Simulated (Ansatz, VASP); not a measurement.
## Two plane-wave programs on AlN

Contents of INCAR:

```
PREC = Accurate ; ENCUT = 520
EDIFF = 1E-7 ; ISMEAR = 0
SIGMA = 0.05 ; LREAL = F
LASPH = T ; NELM = 80
ALGO = Normal ; ISIF = 2
LWAVE = F ; LCHARG = F
GGA = PE ; NBANDS = 11
```

Contents of KPOINTS:

```
Automatic mesh
0
Gamma
  10 10 10
```

POSCAR

```
AlN
1.0
    0.0000000000      2.1829884494      2.1829884494
    2.1829884494      0.0000000000      2.1829884494
    2.1829884494      2.1829884494      0.0000000000
Al N
1 1
Direct
   -0.0022875944      0.0022875944      0.0022875944
    0.7544065694      0.7455934306      0.7455934306
```

Input for Ansatz:

```yaml
crystal:
  lattice:
    - [0.0, 2.1829884494, 2.1829884494]
    - [2.1829884494, 0.0, 2.1829884494]
    - [2.1829884494, 2.1829884494, 0.0]
  atoms:
    - { symbol: Al, position: [-0.0022875944, 0.0022875944, 0.0022875944] }
    - { symbol: "N", position: [0.7544065694, 0.7455934306, 0.7455934306] }
basis:
  ecutwfc: 520.0
kpoints:
  mp_grid: { grid: [10, 10, 10] }
hamiltonian:
  xc: pbe
  pseudopotentials: { kind: paw, azcp: { folder: soft_1 } }
scf:
  occupations: { method: gaussian, width: 0.05 }
output:
  forces: true
  stress: true
  eigenvalues: true
```

Change from the starting cell: mode 4 frozen in at -0.019 Å, equal normal strain along x, y and z -0.0083.

Alike in both runs: task single point; functional PBE; k mesh 10 × 10 × 10; occupations gaussian, width 0.05 eV; no spin polarisation.

```csv
,VASP,Ansatz
version,VASP 6.6.1,Ansatz 0.2.0
potentials or method,"VASP PAW PBE potentials, release 64 (Al, N), cutoff 520 eV","scalar-relativistic, plane waves, PAW"
valence electrons in the cell,8,8
```

|  | VASP | Ansatz | Ansatz less VASP |
| --- | --- | --- | --- |
| gap on the k mesh at the Fermi level (eV) | 3.24 | 3.25 | +0.007 |
| least direct gap on the mesh (eV) | 4.13 | 4.12 | -0.009 |
| pressure (GPa) | 5.0 | 5.2 | +0.19 |
| traceless stress, the component that is largest in VASP (GPa) | -2.11 | -2.11 | +0.007 |
| rms of the force components (eV/Å) | 0.249 | 0.248 | -0.0006 |

Atom by atom the forces differ by 0.001 eV/Å (rms over components).
